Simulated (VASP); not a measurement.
A run of VASP 6.6.1:

File INCAR:

```
ALGO = Normal
EDIFF = 1E-6
ENCUT = 520
GGA = PS
ISIF = 2
ISMEAR = -1
LASPH = True
LCHARG = False
LREAL = False
LWAVE = False
NBANDS = 26
NELM = 80
PREC = Accurate
SIGMA = 0.1
```

Contents of KPOINTS:

```
k-points
0
Gamma
  14 14 14
```

Contents of POSCAR:

```
LuCd
1.0
    3.5089765929      0.0000000000      0.0000000000
    0.0000000000      3.5089765929      0.0000000000
    0.0000000000      0.0000000000      3.5089765929
Lu Cd
1 1
Direct
    0.5000000000      0.5000000000      0.5000000000
    0.0000000000      0.0000000000      0.0000000000
```

Potentials or basis: VASP PAW PBE potentials, release 64 (Lu, Cd).

The run is started by

```console
$ cat potpaw_PBE.64/Lu/POTCAR potpaw_PBE.64/Cd/POTCAR > POTCAR
$ mpirun -np 1 vasp_std > vasp.out
```

Hardware: 1 thread of AMD EPYC 9R45 96-Core Processor (Zen 5) (shared host).

Q: Estimate the wall time of this run.

A: Wall time 62 s on 1 thread of AMD EPYC 9R45 96-Core Processor (Zen 5), on a shared host, peak memory 0.24 GiB. Counts: scf iterations 12, k points 120.
